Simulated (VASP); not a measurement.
MgI2: single point with LDA

MgI2:

```
Mg I
1.0
     4.14871    0.00000    0.00000
    -2.07436    3.59289    0.00000
     0.00000    0.00000    6.80541
Mg I
1 2
Direct
  0.00000 0.00000 0.00000
  0.33333 0.66667 0.77478
  0.66667 0.33333 0.22522
```

```yaml
Program: VASP 6.6.1
Task: single point
Functional: LDA
Potentials_or_basis: VASP PAW LDA potentials, release 64 (Mg, I)
Cutoff: 520 eV
k_mesh: 6 × 6 × 4
Occupations: gaussian, width 0.05 eV
Spin: no spin polarisation
Dipole_correction: no
Further_INCAR_settings: ALGO = Normal; EDIFF = 1e-07; NBANDS = 15
```

- Pressure: 0.8 GPa
- Largest force: 0.579 eV/Å
- Band gap on the k mesh: 3.31 eV, indirect (least direct gap 3.55 eV)

Forces on the atoms (eV/Å):
```
Mg   0.000  0.000  0.000
I    0.000  0.000 -0.579
I    0.000  0.000  0.579
```

Stress tensor (GPa, compression positive):
```
0.21 0.00 0.00
0.00 0.21 0.00
0.00 0.00 2.06
```

Levels at points of the mesh, in eV from the valence-band top:
```csv
k point,band 5,band 6,band 7,band 8,band 9,band 10,band 11,band 12
"(0.00, 0.00, 0.00)",-0.80,-0.32,-0.32,0.00,3.55,4.36,6.30,6.30
"(0.50, 0.00, 0.00)",-1.88,-1.80,-0.94,-0.64,3.32,5.16,5.56,7.00
"(0.00, 0.00, 0.50)",-0.73,-0.73,-0.38,-0.38,4.36,4.48,6.14,6.14
"(0.50, 0.00, 0.50)",-1.68,-1.25,-0.84,-0.82,3.40,5.11,5.58,6.07
```

It took 20 s on 1 thread of Intel(R) Xeon(R) Platinum 8488C (Sapphire Rapids), on a shared host, peak memory 0.19 GiB.

Caveat: spin-orbit coupling is left out, which moves the levels of the heavy elements. As with any semilocal functional, this LDA gap is likely too small.
